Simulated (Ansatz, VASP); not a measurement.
**Sn: VASP beside Ansatz**

File INCAR:

```
ALGO     = Normal         # electronic algorithm
EDIFF    = 1E-6           # SCF threshold, eV
ENCUT    = 520            # plane-wave cutoff, eV
GGA      = PE             # functional
ISIF     = 2              # what is computed and relaxed
ISMEAR   = 0              # smearing method
LASPH    = True           # aspherical terms in the spheres
LCHARG   = False          # write CHGCAR
LREAL    = False          # projectors in reciprocal space
LWAVE    = False          # write WAVECAR
NBANDS   = 21             # bands
NELM     = 100            # most SCF steps
PREC     = Accurate       # precision mode
SIGMA    = 0.1            # smearing width, eV
```

The input KPOINTS:

```
k-points
0
Gamma
  6 6 6
```

POSCAR

```
Sn
1.0
   -2.9196440750      2.9196440750      1.5938000000
    2.9196440750     -2.9196440750      1.5938000000
    2.9196440750      2.9196440750     -1.5938000000
Sn
2
Direct
    0.0000000000      0.0000000000      0.0000000000
    0.7500000000      0.2500000000      0.5000000000
```

Input for Ansatz:

```yaml
crystal:
  lattice:
    - [-2.919644075, 2.919644075, 1.5938]
    - [2.919644075, -2.919644075, 1.5938]
    - [2.919644075, 2.919644075, -1.5938]
  atoms:
    - { symbol: Sn, position: [0.0, 0.0, 0.0] }
    - { symbol: Sn, position: [0.75, 0.25, 0.5] }
basis:
  ecutwfc: 420
kpoints:
  mp_grid: { grid: [6, 6, 6] }
hamiltonian:
  xc: pbe
scf:
  occupations: { method: gaussian, width: 0.1 }
output:
  forces: true
  stress: true
  eigenvalues: true
```

Alike in both runs: task single point; functional PBE; k mesh 6 × 6 × 6; occupations gaussian, width 0.1 eV; no spin polarisation.

|  | VASP | Ansatz |
| --- | --- | --- |
| version | VASP 6.6.1 | Ansatz 0.2.0 |
| potentials or method | VASP PAW PBE potentials, release 64 (Sn_d), cutoff 520 eV | scalar-relativistic, plane waves, PAW |
| valence electrons in the cell | 28 | 28 |

|  | VASP | Ansatz | Ansatz less VASP |
| --- | --- | --- | --- |
| gap on the k mesh at the Fermi level (eV) | none | none | - |
| pressure (GPa) | 2.3 | 2.3 | +0.06 |
| traceless stress, the component that is largest in VASP (GPa) | -1.36 | -1.37 | -0.012 |

A gap of «none» marks a metal or a gap that the smearing closes. With one functional, cell and mesh, what is left measures potentials, basis and numerics.

The k mesh is coarse, so the values compare programs but aren't converged.
